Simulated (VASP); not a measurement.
Wanted: the native input for a VASP 6.6.1 run.

```yaml
Task: single point
Functional: r2SCAN
Potentials_or_basis: VASP PAW PBE potentials, release 64 (Ag, O)
Cutoff: 520 eV
k_mesh: 11 × 11 × 11
Occupations: fermi-dirac, width 0.1 eV
Spin: no spin polarisation
Dipole_correction: no
Further_INCAR_settings: ALGO = Normal; EDIFF = 1e-07; NBANDS = 18
```

The system is AgO2 (fluorite type).

```
Ag O
1.0
     0.00000    2.56362    2.56362
     2.56362    0.00000    2.56362
     2.56362    2.56362    0.00000
Ag O
1 2
Direct
  0.00000 0.00000 0.00000
  0.25000 0.25000 0.25000
  0.75000 0.75000 0.75000
```

One way to write it, as run:

POSCAR

```
AgO2
1.0
    0.0000000000      2.5636246166      2.5636246166
    2.5636246166      0.0000000000      2.5636246166
    2.5636246166      2.5636246166      0.0000000000
Ag O
1 2
Direct
    0.0000000000      0.0000000000      0.0000000000
    0.2500000000      0.2500000000      0.2500000000
    0.7500000000      0.7500000000      0.7500000000
```

INCAR.step1

```
PREC = Accurate ; ENCUT = 520
ISMEAR = -1 ; SIGMA = 0.1
LREAL = F ; LASPH = T
NELM = 80 ; NBANDS = 18
GGA = PE ; ALGO = Normal
EDIFF = 1E-4 ; LWAVE = T
LCHARG = F
```

INCAR.step2

```
PREC = Accurate ; ENCUT = 520
EDIFF = 1E-7 ; ISMEAR = -1
SIGMA = 0.1 ; LREAL = F
LASPH = T ; NELM = 80
ALGO = Normal ; ISIF = 2
LWAVE = F ; LCHARG = F
METAGGA = R2SCAN ; LMIXTAU = T
NBANDS = 18 ; ISTART = 1
```

KPOINTS

```
Automatic mesh
0
Gamma
  11 11 11
```

Potentials or basis: VASP PAW PBE potentials, release 64 (Ag, O).

Run with:

```console
$ cat potpaw_PBE.64/Ag/POTCAR potpaw_PBE.64/O/POTCAR > POTCAR
$ cp INCAR.step1 INCAR
$ mpirun -np 1 vasp_std > vasp.out
$ cp INCAR.step2 INCAR
$ mpirun -np 1 vasp_std > vasp.out
```

It gave:

```
Pressure               : -2.1 GPa
Band gap on the k mesh : zero (an odd number of electrons rules out a gap without spin polarisation)
```

Caveat: the PAW data sets were made with another functional, which shifts forces and pressure a little; an odd number of electrons without spin polarisation forces a metal; a magnetic or distorted state may lie lower.

Wall time 3 min on 1 thread of Intel(R) Xeon(R) Platinum 8488C (Sapphire Rapids), on a shared host, peak memory 0.18 GiB.
